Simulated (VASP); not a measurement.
# LiCl: single point with PBE

The system is LiCl.

```
Li Cl
1.0
     4.67919    0.00000    0.00000
     0.00000    4.94249    0.00000
     0.00000   -2.47125    4.28032
Li Cl
3 3
Cartesian
  2.7295 0.7361 3.2786
  4.2893 -0.7361 3.2786
  0.3899 1.7351 1.0018
  1.1698 0.0000 2.0035
  3.5094 2.4712 2.2768
  1.9497 3.2074 1.0018
```

```json
{"Program": "VASP 6.6.1", "Task": "single point", "Functional": "PBE", "Potentials or basis": "VASP PAW PBE potentials, release 64 (Li_sv, Cl)", "Cutoff": "520 eV", "k mesh": "4 × 6 × 6", "Occupations": "gaussian, width 0.1 eV", "Spin": "no spin polarisation"}
```

```yaml
Largest_force: 10.040 eV/Å
Band_gap_on_the_k_mesh: 0.77 eV, indirect (least direct gap 1.16 eV)
```

Forces in eV/Å, atoms in the order of the input:
```
Li  -0.881  0.937  0.255
Li   0.329 -0.518 -0.617
Li   0.590  0.007  0.874
Cl  -2.577  5.026  3.122
Cl   5.317 -2.012  5.378
Cl  -2.778 -3.441 -9.013
```

Levels at points of the mesh, in eV from the valence-band top:
```csv
k point,band 13,band 14,band 15,band 16,band 17,band 18
"(0.00, 0.00, 0.00)",-3.79,-1.43,-0.40,0.77,2.51,4.12
"(0.50, 0.00, 0.00)",-3.57,-1.11,-0.79,1.61,2.75,4.26
"(0.00, 0.50, 0.00)",-3.51,-0.92,-0.35,1.60,2.51,3.42
"(0.00, 0.00, 0.50)",-3.67,-1.81,0.00,1.91,2.34,4.38
"(0.00, 0.50, 0.50)",-3.33,-0.86,-0.73,1.54,2.72,4.80
"(0.50, 0.50, 0.00)",-3.56,-1.61,-0.09,1.92,2.87,4.39
"(0.50, 0.00, 0.50)",-3.24,-0.65,-0.17,1.52,3.22,4.89
"(0.50, 0.50, 0.50)",-3.14,-1.43,-0.36,1.94,3.12,3.86
```

It took 2.2 min on 1 thread of AMD EPYC 9R45 96-Core Processor (Zen 5) (shared host), peak memory 0.26 GiB.

Caveat: forces of over 1 eV/Å act on the atoms, so gaps and moduli don't describe the material at rest. Expect the measured gap to be larger: semilocal functionals such as PBE lack the derivative discontinuity.
